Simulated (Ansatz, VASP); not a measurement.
One calculation of ZnCu2SnSe4, two programs

```
CELL_PARAMETERS angstrom
-2.88564 2.88564 5.73983
2.88564 -2.88564 5.73983
2.88564 2.88564 -5.73983
ATOMIC_POSITIONS crystal
Zn 0.75000 0.25000 0.50000
Cu 0.25000 0.75000 0.50000
Cu 0.00000 0.00000 0.00000
Sn 0.50000 0.50000 0.00000
Se 0.62975 0.63653 0.52625
Se 0.11029 0.10351 0.47375
Se 0.89649 0.37025 0.00678
Se 0.36347 0.88971 0.99322
```

Alike in both runs: task single point; functional PBE; k mesh 4 × 4 × 4; occupations gaussian, width 0.1 eV; no spin polarisation.

|  | VASP | Ansatz |
| --- | --- | --- |
| version | VASP 6.6.1 | Ansatz 0.2.0 |
| potentials or method | VASP PAW PBE potentials, release 64 (Zn, Cu, Sn_d, Se), cutoff 520 eV | scalar-relativistic, plane waves, PAW |
| valence electrons in the cell | 72 | 128 |

Ansatz gave:

| Quantity | Value |
| --- | --- |
| gap on the k mesh at the Fermi level (eV) | 0.05 |
| least direct gap on the mesh (eV) | 0.05 |
| pressure (GPa) | 0.2 |
| traceless stress, the component that is largest in VASP (GPa) | 0.08 |
| rms of the force components (eV/Å) | 0.045 |

**Question.** What did VASP give for the same quantities?

**Answer.** gap on the k mesh at the Fermi level (eV): 0.05; least direct gap on the mesh (eV): 0.05; pressure (GPa): 0.3; traceless stress, the component that is largest in VASP (GPa): 0.08; rms of the force components (eV/Å): 0.039.

Atom by atom the forces differ by 0.007 eV/Å (rms over components). VASP's potentials hold 72 valence electrons a cell and Ansatz's 128, so a difference there can come from the potentials and not from the codes.
